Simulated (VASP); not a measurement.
Set up this calculation in VASP 6.6.1, as the native input.

```yaml
Task: single point
Functional: PBE
Potentials_or_basis: VASP PAW PBE potentials, release 64 (H, Si, Cl)
Cutoff: 520 eV
k_mesh: 2 × 2 × 1
Occupations: fermi-dirac, width 0.02 eV
Spin: no spin polarisation
Dipole_correction: no
Further_INCAR_settings: LREAL = Auto; ALGO = Normal; EDIFF = 1e-07; NBANDS = 74
```

The structure of Si10H5Cl lies in POSCAR:

```
Si10H5Cl
1.0
    7.6791800000      0.0000000000      0.0000000000
    0.0000000000      7.6791800000      0.0000000000
    0.0000000000      0.0000000000     18.2543620000
H Si Cl
10 20 2
Direct
    0.4093920184      0.0000000000      0.0547814270
    0.0906079816      0.0000000000      0.0547814270
    0.9093920184      0.0000000000      0.0547814270
    0.5906079816      0.0000000000      0.0547814270
    0.4093920184      0.5000000000      0.0547814270
    0.0906079816      0.5000000000      0.0547814270
    0.9093920184      0.5000000000      0.0547814270
    0.5906079816      0.5000000000      0.0547814270
    0.2496116773      0.4738465565      0.4717147058
    0.7495025511      0.4740439734      0.4716631565
    0.2500000000      0.0000000000      0.1021947521
    0.7500000000      0.0000000000      0.1021947521
    0.2500000000      0.5000000000      0.1021947521
    0.7500000000      0.5000000000      0.1021947521
    0.2503021156      0.2500724036      0.1734063343
    0.7502652627      0.2500879000      0.1733997058
    0.2499476507      0.7498926969      0.1795008777
    0.7499249920      0.7498758982      0.1795040550
    0.0002712529      0.2513535299      0.2458325851
    0.5002902654      0.2512876375      0.2458596471
   -0.0000873791      0.7492908097      0.2568961873
    0.4999015520      0.7493066968      0.2569129504
   -0.0003958756      0.0116235067      0.3260762551
    0.4996539995      0.0115990249      0.3261383772
   -0.0002019747      0.4883718053      0.3273351323
    0.4997399462      0.4883508395      0.3273198483
    0.2495752151      0.0938468691      0.3925910969
    0.7496590782      0.0940127722      0.3926171728
    0.2497334351      0.4091499353      0.3941912623
    0.7497129902      0.4092763811      0.3941503954
    0.7506179045      0.9936899513      0.4989775047
    1.2501480627      0.9929786774      0.4988705713
```

These files were run (other wordings do the same):

INCAR

```
SYSTEM = Si10H5Cl
  PREC = Accurate
  ENCUT = 520
  EDIFF = 1E-7
  ISMEAR = -1
  SIGMA = 0.02
  LREAL = Auto
  LASPH = .True.
  NELM = 80
  ALGO = Normal
  ISIF = 2
  LWAVE = .False.
  LCHARG = .False.
  GGA = PE
  NBANDS = 74
```

KPOINTS

```
regular mesh
0
Gamma
  2 2 1
  0 0 0
```

Potentials or basis: VASP PAW PBE potentials, release 64 (H, Si, Cl).

Run with:

```console
$ cat potpaw_PBE.64/H/POTCAR potpaw_PBE.64/Si/POTCAR potpaw_PBE.64/Cl/POTCAR > POTCAR
$ mpirun -np 1 vasp_std > vasp.out
```

Results of the run:

- Largest force: 0.636 eV/Å
- Band gap on the k mesh: 1.30 eV

It took 13 min on 1 thread of Intel(R) Xeon(R) Platinum 8259CL CPU @ 2.50GHz (Skylake/Cascade Lake), with other jobs on the host, peak memory 1 GiB.
